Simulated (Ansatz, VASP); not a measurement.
**AlN: VASP beside Ansatz**

Contents of INCAR:

```
ALGO = Normal ; EDIFF = 1E-6
ENCUT = 520 ; GGA = PE
ISIF = 2 ; ISMEAR = -1
LASPH = T ; LCHARG = T
LELF = T ; LREAL = F
LVHAR = T ; LWAVE = F
NBANDS = 11 ; NELM = 60
PREC = Accurate ; SIGMA = 0.02
```

KPOINTS

```
k-points
0
Gamma
  10 10 10
```

POSCAR

```
AlN
1.0
    0.0000000000      2.1848764125      2.2067251766
    2.1848764125      0.0000000000      2.2067251766
    2.1848764125      2.1848764125      0.0000000000
Al N
1 1
Direct
    0.0000000000      0.0000000000      0.0000000000
    0.2500000000      0.2500000000      0.2500000000
```

Input for Ansatz:

```yaml
crystal:
  lattice:
    - [0.0, 2.1848764125, 2.2067251766]
    - [2.1848764125, 0.0, 2.2067251766]
    - [2.1848764125, 2.1848764125, 0.0]
  atoms:
    - { symbol: Al, position: [0.0, 0.0, 0.0] }
    - { symbol: "N", position: [0.25, 0.25, 0.25] }
kpoints:
  mp_grid: { grid: [10, 10, 10] }
  band_path:
    path:
      - [0.0, 0.0, 0.0]
      - [-0.5, -0.5, 0.0]
      - [-0.375, -0.375, 0.25]
      - [-0.375, 0.0, 0.375]
      - [0.0, 0.0, 0.5]
      - [-0.5, -0.25, 0.25]
      - [0.049479, 0.049479, 0.098958]
      - [0.0, 0.5, 0.5]
    npoints: 1
hamiltonian:
  xc: pbe
scf:
  occupations: { method: fermi_dirac, width: 0.02 }
  n_extra_bands: 4
output:
  forces: true
  stress: true
  eigenvalues: true
  write_density: true
  write_potential: true
  elf: true
  volumetric_format: npy
```

Change from the starting cell: uniaxial_z strain +1.0%.

Alike in both runs: task single point; functional PBE; k mesh 10 × 10 × 10; occupations fermi-dirac, width 0.02 eV; no spin polarisation.

|  | VASP | Ansatz |
| --- | --- | --- |
| version | VASP 6.6.1 | Ansatz 0.2.0 |
| potentials or method | VASP PAW PBE potentials, release 64 (Al, N) | plane waves, PAW |
| plane-wave cutoff (eV) | 520 | 420 |
| valence electrons in the cell | 8 | 8 |

```csv
,VASP,Ansatz,Ansatz less VASP
gap on the k mesh at the Fermi level (eV),3.28,3.29,+0.008
pressure (GPa),2.3,2.5,+0.29
"traceless stress, the component that is largest in VASP (GPa)",-0.91,-0.90,+0.007
```
